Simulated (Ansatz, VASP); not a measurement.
## One calculation of Zn4S3O, two programs

Contents of INCAR:

```
PREC = Accurate ; ENCUT = 520
EDIFF = 1E-6 ; ISMEAR = 0
SIGMA = 0.1 ; LREAL = F
LASPH = T ; NELM = 80
ALGO = Normal ; ISIF = 2
LWAVE = F ; LCHARG = F
GGA = PE ; NBANDS = 46
```

Contents of KPOINTS:

```
Automatic mesh
0
Gamma
  6 6 6
```

File POSCAR:

```
Zn4S3O
1.0
   -2.6225829000      2.6225829000      5.1995407000
    2.6225829000     -2.6225829000      5.1995407000
    2.6225829000      2.6225829000     -5.1995407000
Zn S O
4 3 1
Direct
    0.6615950000      0.6615950000      0.5528380000
    0.8912430000      0.3384050000      0.0000000000
    0.1087570000      0.1087570000      0.4471620000
    0.3384050000      0.8912430000      0.0000000000
    0.2500000000      0.7500000000      0.5000000000
    0.5000000000      0.5000000000      0.0000000000
    0.7500000000      0.2500000000      0.5000000000
    0.0000000000      0.0000000000      0.0000000000
```

Input for Ansatz:

```yaml
crystal:
  lattice:
    - [-2.6225829, 2.6225829, 5.1995407]
    - [2.6225829, -2.6225829, 5.1995407]
    - [2.6225829, 2.6225829, -5.1995407]
  atoms:
    - { symbol: Zn, position: [0.661595, 0.661595, 0.552838] }
    - { symbol: Zn, position: [0.891243, 0.338405, 0.0] }
    - { symbol: Zn, position: [0.108757, 0.108757, 0.447162] }
    - { symbol: Zn, position: [0.338405, 0.891243, 0.0] }
    - { symbol: S, position: [0.25, 0.75, 0.5] }
    - { symbol: S, position: [0.5, 0.5, 0.0] }
    - { symbol: S, position: [0.75, 0.25, 0.5] }
    - { symbol: O, position: [0.0, 0.0, 0.0] }
basis:
  ecutwfc: 420
kpoints:
  mp_grid: { grid: [6, 6, 6] }
hamiltonian:
  xc: pbe
scf:
  occupations: { method: gaussian, width: 0.1 }
  lower_state_search: "off"
output:
  forces: true
  stress: true
  eigenvalues: true
```

Alike in both runs: task single point; functional PBE; k mesh 6 × 6 × 6; occupations gaussian, width 0.1 eV; no spin polarisation.

```csv
,VASP,Ansatz
version,VASP 6.6.1,Ansatz 0.2.0
potentials or method,"VASP PAW PBE potentials, release 64 (Zn, S, O), cutoff 520 eV","scalar-relativistic, plane waves, PAW"
valence electrons in the cell,72,72
```

Ansatz gave:

```
gap on the k mesh at the Fermi level (eV) : 1.34
least direct gap on the mesh (eV)         : 1.34
pressure (GPa)                            : 0.0
rms of the force components (eV/Å)        : 0.003
```

Problem. Estimate VASP's values.

Solution. gap on the k mesh at the Fermi level (eV): 1.34; least direct gap on the mesh (eV): 1.34; pressure (GPa): 0.2; rms of the force components (eV/Å): 0.009.

Atom by atom the forces differ by 0.012 eV/Å (rms over components).
